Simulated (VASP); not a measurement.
# Ta2N (P3m1) in VASP: a series of runs, part 2 of 2

VASP 6.6.1. The steps go on from the part before.

**3. Single point, PBEsol (atoms displaced along a vibrational mode)**

File INCAR:

```
  ALGO = Normal
  EDIFF = 1E-6
  ENCUT = 520
  GGA = PS
  ISIF = 2
  ISMEAR = 0
  LASPH = True
  LCHARG = False
  LREAL = False
  LWAVE = False
  NBANDS = 20
  NELM = 80
  PREC = Accurate
  SIGMA = 0.15
```

File KPOINTS:

```
k-points
0
Gamma
  18 18 10
```

File POSCAR:

```
Ta2N
1.0
    3.0786153869      0.0000000000      0.0000000000
   -1.5393076935      2.6661591336      0.0000000000
    0.0000000000      0.0000000000      4.8232571780
Ta N
2 1
Direct
    0.6666666667      0.3333333333      0.7454128693
    0.3333333333      0.6666666667      0.2529019731
    0.0000000000      0.0000000000      0.0217695213
```

Potentials or basis: VASP PAW PBE potentials, release 64 (Ta_pv, N).

Launch:

```sh
$ cat potpaw_PBE.64/Ta_pv/POTCAR potpaw_PBE.64/N/POTCAR > POTCAR
$ mpirun -np 1 vasp_std > vasp.out
```

OUTCAR:

```text
EDIFF = 1E-6
   ENCUT = 520
   GGA = PS
   ISIF = 2
   ISMEAR = 0
   LASPH = True
   LREAL = False
   NELM = 80
   PREC = Accurate

 ion  position               nearest neighbor table
   1  0.667  0.333  0.745-   3 2.22   3 2.22   3 2.22   2 2.97   2 2.97   2 2.97   2 3.03   2 3.03
                             2 3.03
   2  0.333  0.667  0.253-   3 2.10   3 2.10   3 2.10   1 2.97   1 2.97   1 2.97   1 3.03   1 3.03
                             1 3.03
   3  0.000  0.000  0.022-   2 2.10   2 2.10   2 2.10   1 2.22   1 2.22   1 2.22

  LATTYP: Found a hexagonal cell.
 ALAT       =     3.0786153869
 C/A-ratio  =     1.5666968984

  Lattice vectors:

 A1 = (   3.0786153869,   0.0000000000,   0.0000000000)
 A2 = (  -1.5393076935,   2.6661591336,   0.0000000000)
 A3 = (   0.0000000000,   0.0000000000,   4.8232571780)

Analysis of symmetry for initial positions (statically):
=====================================================================
 Subroutine PRICEL returns:
 Original cell was already a primitive cell.

[... 161 lines left out ...]

 number of electron      27.0000003 magnetization

 Free energy of the ion-electron system (eV)
  ---------------------------------------------------
  ext. energy  EPLUGINS =         0.00000000
  ---------------------------------------------------
  free energy    TOTEN  =       -36.40301827 eV

  energy without entropy =      -36.38954903  energy(sigma->0) =      -36.39628365

 E-fermi :   7.5699     XC(G=0): -13.1392

 val. band max:        7.5660596575   @ k =   0.1667   0.0556   0.3000
 cond. band min:       7.5708335616   @ k =   0.2778   0.2778   0.4000
 fundamental gap:      0.0047739041
 Fermi energy:         7.5699462343

 k-point     1 :       0.0000    0.0000    0.0000
  band No.  band energies     occupation
      1     -28.0381      2.00000
      2     -27.2277      2.00000
      3     -27.2277      2.00000
      4     -27.0865      2.00000
      5     -27.0865      2.00000
      6     -26.9632      2.00000
[... 541 lines left out ...]
     19      12.4125      0.00000
     20      12.6655      0.00000

 [... further k-points ...]
[... 5 lines left out ...]
  --------------------------------------------------------------------------------------
  -------------------------------------------------------------------------------------
  Total        0.5403085      0.5403085      0.2008830     -0.0000000      0.0000000      0.0000000
  in kB       21.8660581     21.8660581      8.1296497     -0.0000000      0.0000000      0.0000000
  external PRESSURE =      17.2872553 kB  Pullay stress =       0.0000000 kB

 VOLUME and BASIS-vectors are now :
 -----------------------------------------------------------------------------
  energy-cutoff  :      520.00
  volume of cell :       39.59
      direct lattice vectors                 reciprocal lattice vectors
     3.078615387  0.000000000  0.000000000     0.324821348  0.187535693  0.000000000
    -1.539307694  2.666159134  0.000000000     0.000000000  0.375071385  0.000000000
     0.000000000  0.000000000  4.823257178     0.000000000  0.000000000  0.207328775

 POSITION                                       TOTAL-FORCE (eV/Angst)
 -----------------------------------------------------------------------------------
      1.53931      0.88872      3.59532        -0.000000     -0.000000      0.776094
     -0.00000      1.77744      1.21981         0.000000      0.000000      0.979803
      0.00000      0.00000      0.10500         0.000000     -0.000000     -1.755897
 -----------------------------------------------------------------------------------
    total drift:                               -0.000000     -0.000000     -0.000012

  FREE ENERGIE OF THE ION-ELECTRON SYSTEM (eV)
  ---------------------------------------------------
  free  energy   TOTEN  =       -36.4030182665 eV

  energy  without entropy=      -36.3895490336  energy(sigma->0) =      -36.39628365
```

Wall time 5.1 min (1 thread of Intel Xeon 8259CL, shared host); peak memory 0.35 GiB.

What came out:

| Property | Result |
| --- | --- |
| Free energy | -36.4030 eV |
| Pressure | 1.7 GPa |
| Largest force | 1.756 eV/Å |
| Band gap on the k mesh | zero (an odd number of electrons rules out a gap without spin polarisation) |

Forces on the atoms (eV/Å):
```
Ta   0.000  0.000  0.776
Ta   0.000  0.000  0.980
N    0.000  0.000 -1.756
```

Stress tensor (GPa, compression positive):
```
2.19 0.00 0.00
0.00 2.19 0.00
0.00 0.00 0.81
```

Levels at points of the mesh, in eV from the Fermi level:
| k point | band 9 | band 10 | band 11 | band 12 | band 13 | band 14 | band 15 | band 16 | band 17 | band 18 |
| --- | --- | --- | --- | --- | --- | --- | --- | --- | --- | --- |
| (0.00, 0.00, 0.00) | -6.29 | -6.29 | -4.89 | -0.94 | -0.22 | -0.22 | 0.30 | 0.30 | 0.71 | 1.32 |
| (0.50, 0.00, 0.00) | -6.64 | -6.52 | -4.66 | -2.60 | -1.31 | 1.93 | 1.94 | 3.72 | 4.20 | 4.47 |
| (0.00, 0.00, 0.50) | -6.47 | -6.47 | -3.11 | -2.46 | -1.14 | -1.14 | 1.87 | 2.22 | 2.28 | 2.28 |
| (0.50, 0.00, 0.50) | -6.81 | -6.24 | -3.40 | -2.14 | -2.05 | -0.13 | 0.82 | 3.39 | 3.59 | 4.23 |

Caveat: the cell differs from its parent crystal (atoms displaced along a vibrational mode); the PAW data sets were made with another functional, which shifts forces and pressure a little; spin-orbit coupling is left out, which moves the levels of the heavy elements.
